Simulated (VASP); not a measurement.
A run of VASP 6.6.1:

The input INCAR:

```
SYSTEM = RbBr
  ALGO = Normal
  EDIFF = 1E-6
  EDIFFG = -0.01
  ENCUT = 600
  GGA = PS
  IBRION = 2
  ISIF = 3
  ISMEAR = -1
  LASPH = .TRUE.
  LCHARG = .FALSE.
  LREAL = .FALSE.
  LWAVE = .FALSE.
  NELM = 80
  NSW = 80
  PREC = Accurate
  PSTRESS = 100.0
  SIGMA = 0.05
```

KPOINTS

```
k-points
0
G
  7 7 7
  0 0 0
```

File POSCAR:

```
RbBr
1.0
    0.0000000000      3.4270000000      3.4270000000
    3.4270000000      0.0000000000      3.4270000000
    3.4270000000      3.4270000000      0.0000000000
Rb Br
1 1
Direct
    0.0000000000      0.0000000000      0.0000000000
    0.5000000000      0.5000000000      0.5000000000
```

Potentials or basis: VASP PAW PBE potentials, release 64 (Rb_sv, Br).

The run is started by

```console
$ cat potpaw_PBE.64/Rb_sv/POTCAR potpaw_PBE.64/Br/POTCAR > POTCAR
$ mpirun -np 1 vasp_std > vasp.out
```

Hardware: 1 thread of AMD EPYC 9R45 96-Core Processor (Zen 5), on a shared host.

**Question.** How long does it take, and how much memory?

**Answer.** It took 39 s on 1 thread of AMD EPYC 9R45 96-Core Processor (Zen 5) (shared host), peak memory 0.22 GiB. Counts: scf iterations 32, k points 20, ion steps 3.
